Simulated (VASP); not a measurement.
## HfH2: single point with PBEsol

HfH2:

```
CELL_PARAMETERS angstrom
-1.73900 1.73900 2.18050
1.73900 -1.73900 2.18050
1.73900 1.73900 -2.18050
ATOMIC_POSITIONS crystal
Hf 0.00000 0.00000 0.00000
H 0.75000 0.25000 0.50000
H 0.25000 0.75000 0.50000
```

```yaml
Program: VASP 6.6.1
Task: single point
Functional: PBEsol
Potentials_or_basis: VASP PAW PBE potentials, release 64 (Hf_pv, H)
Cutoff: 520 eV
k_mesh: 8 × 8 × 8
Occupations: gaussian, width 0.1 eV
Spin: no spin polarisation
```

The pressure is -5.7 GPa. The band gap on the k mesh is zero (band 6 reaches 5.80 eV, above the bottom of band 7 at 4.74 eV).

Stress tensor (GPa, compression positive):
```
-5.30  0.00  0.00
 0.00 -5.30  0.00
 0.00  0.00 -6.63
```

Levels at points of the mesh, in eV from the Fermi level:
| k point | band 4 | band 5 | band 6 | band 7 | band 8 | band 9 |
| --- | --- | --- | --- | --- | --- | --- |
| (0.00, 0.00, 0.00) | -11.17 | -1.15 | -0.39 | -0.39 | 0.40 | 1.94 |
| (0.50, 0.00, 0.00) | -8.27 | -5.09 | -0.73 | 0.64 | 3.87 | 4.65 |
| (0.50, 0.50, 0.00) | -6.50 | -5.63 | -4.04 | 4.01 | 4.23 | 5.34 |
| (0.50, 0.50, 0.50) | -7.57 | -4.24 | -3.72 | 4.65 | 4.76 | 4.76 |

Wall time 14 s on 1 thread of Intel(R) Xeon(R) Platinum 8259CL CPU @ 2.50GHz (Skylake/Cascade Lake), with other jobs on the host, peak memory 0.15 GiB.

Caveat: the PAW data sets were made with another functional, which shifts forces and pressure a little; spin-orbit coupling is left out, which moves the levels of the heavy elements.
